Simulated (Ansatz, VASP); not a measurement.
# One calculation of Sn2Ir, two programs

```
CELL_PARAMETERS angstrom
0.00000 3.15840 3.15840
3.15840 0.00000 3.15840
3.15840 3.15840 0.00000
ATOMIC_POSITIONS crystal
Sn 0.25000 0.25000 0.25000
Sn 0.75000 0.75000 0.75000
Ir 0.00000 0.00000 0.00000
```

Change from the starting cell: volume scaled by 0.99, PAW files.

Alike in both runs: task electric field gradients; functional LDA; k mesh 10 × 10 × 10; occupations fermi-dirac, width 0.03 eV; no spin polarisation.

|  | VASP | Ansatz |
| --- | --- | --- |
| version | VASP 6.6.1 | Ansatz 0.2.0 |
| potentials or method | VASP PAW LDA potentials, release 64 (Sn_d, Ir) | PAW with Ansatz's default frozen-core files, scalar-relativistic |
| plane-wave cutoff (eV) | 520 | 420 |
| valence electrons in the cell | 37 | 45 |

```csv
,VASP,Ansatz,Ansatz less VASP
pressure (GPa),-0.5,-0.8,-0.36
```

LDA's correlation is that of Perdew and Zunger in VASP and of Perdew and Wang (1992) in Ansatz. VASP's potentials hold 37 valence electrons a cell and Ansatz's 45, so a difference there can come from the potentials and not from the codes.

Spin-orbit coupling is off throughout.
